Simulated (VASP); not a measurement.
A run of VASP 6.6.1:

Contents of INCAR:

```
SYSTEM = Al36H
ALGO = Normal ; DIPOL = 0.5 0.5 0.378
EDIFF = 1E-7 ; ENCUT = 520
GGA = PE ; IDIPOL = 3
ISIF = 2 ; ISMEAR = 0
IVDW = 12 ; LASPH = .True.
LCHARG = .False. ; LDIPOL = .True.
LREAL = Auto ; LWAVE = .False.
NBANDS = 78 ; NELM = 100
PREC = Accurate ; SIGMA = 0.1
```

Contents of KPOINTS:

```
k-points
0
Gamma
  6 6 1
  0 0 0
```

Contents of POSCAR:

```
Al36H
1.0
    5.6288445219      0.0000000000      0.0000000000
   -2.8144222609      4.8747223499      0.0000000000
    0.0000000000      0.0000000000     35.9073562080
Al H
36 1
Direct
    0.1666666667      0.3333333333      0.1113977865
    0.1666666667      0.8333333333      0.1113977865
    0.6666666667      0.3333333333      0.1113977865
    0.6666666667      0.8333333333      0.1113977865
    0.0000000000      0.0000000000      0.1757372983
    0.0000000000      0.5000000000      0.1757372983
    0.5000000000      0.0000000000      0.1757372983
    0.5000000000      0.5000000000      0.1757372983
    0.3333333333      0.1666666667      0.2400768102
    0.3333333333      0.6666666667      0.2400768102
    0.8333333333      0.1666666667      0.2400768102
    0.8333333333      0.6666666667      0.2400768102
    0.0000000000      0.0000000000      0.3044163221
    0.0000000000      0.5000000000      0.3044163221
    0.5000000000      0.0000000000      0.3044163221
    0.5000000000      0.5000000000      0.3044163221
    0.1666666667      0.3333333333      0.3682539347
    0.1666666667      0.8333333333      0.3682539347
    0.6666666667      0.3333333333      0.3682539347
    0.6666666667      0.8333333333      0.3682539347
    0.0000000000      0.0000000000      0.4320699059
    0.0000000000      0.5000000000      0.4320699059
    0.5000000000      0.0000000000      0.4320699059
    0.5000000000      0.5000000000      0.4320699059
    0.3333333333      0.1666666667      0.4967844642
    0.3333333333      0.6666666667      0.4967844642
    0.8333333333      0.1666666667      0.4967844642
    0.8333333333      0.6666666667      0.4967844642
    0.0000000000      0.0000000000      0.5611166564
    0.0000000000      0.5000000000      0.5611166564
    0.5000000000      0.0000000000      0.5611166564
    0.5000000000      0.5000000000      0.5611166564
    0.1666666667      0.3333333333      0.6268174153
    0.1666666667      0.8333333333      0.6268174153
    0.6666666667      0.3333333333      0.6268174153
    0.6666666667      0.8333333333      0.6268174153
    0.5000000000      0.5000000000      0.7131506998
```

Potentials or basis: VASP PAW PBE potentials, release 64 (Al, H).

Launch:

```console
$ cat potpaw_PBE.64/Al/POTCAR potpaw_PBE.64/H/POTCAR > POTCAR
$ mpirun -np 1 vasp_std > vasp.out
```

Hardware: 1 thread of Intel(R) Xeon(R) Platinum 8375C CPU @ 2.90GHz (Ice Lake), with other jobs on the host.

**Question.** Estimate the wall time of this run.

**Answer.** Run time: 52 min on 1 thread of Intel(R) Xeon(R) Platinum 8375C CPU @ 2.90GHz (Ice Lake), on a shared host, peak memory 1.1 GiB. Counts: scf iterations 40, k points 7.
